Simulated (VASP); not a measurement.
A run of VASP 6.6.1:

The input POSCAR:

```
ZnSe
1.0
    0.0000000000      2.8329296948      2.8329296948
    2.8329296948      0.0000000000      2.8329296948
    2.8329296948      2.8329296948      0.0000000000
Zn Se
1 1
Direct
    0.0000000000      0.0000000000      0.0000000000
    0.7500000000      0.7500000000      0.7500000000
```

File INCAR.step1:

```
ALGO = Normal
EDIFF = 1E-4
ENCUT = 520
GGA = PE
ISMEAR = -1
LASPH = True
LCHARG = False
LREAL = False
LWAVE = True
NBANDS = 16
NELM = 100
PREC = Accurate
SIGMA = 0.08
```

The input INCAR.step2:

```
ALGO = Normal
EDIFF = 1E-7
ENCUT = 520
ISIF = 2
ISMEAR = -1
ISTART = 1
LASPH = True
LCHARG = True
LELF = True
LMIXTAU = True
LREAL = False
LVHAR = True
LWAVE = False
METAGGA = R2SCAN
NBANDS = 16
NELM = 100
PREC = Accurate
SIGMA = 0.08
```

File KPOINTS:

```
k-points
0
Gamma
  12 12 12
```

Potentials or basis: VASP PAW PBE potentials, release 64 (Zn, Se).

The run is started by

```console
$ cat potpaw_PBE.64/Zn/POTCAR potpaw_PBE.64/Se/POTCAR > POTCAR
$ cp INCAR.step1 INCAR
$ mpirun -np 1 vasp_std > vasp.out
$ cp INCAR.step2 INCAR
$ mpirun -np 1 vasp_std > vasp.out
```

Hardware: 1 thread of AMD EPYC 7R13 Processor (Zen 3) (shared host).

Question: Estimate the wall time of this run.

Answer: Run time: 3.7 min on 1 thread of AMD EPYC 7R13 Processor (Zen 3), with other jobs on the host, peak memory 0.18 GiB. Counts: k points 72.
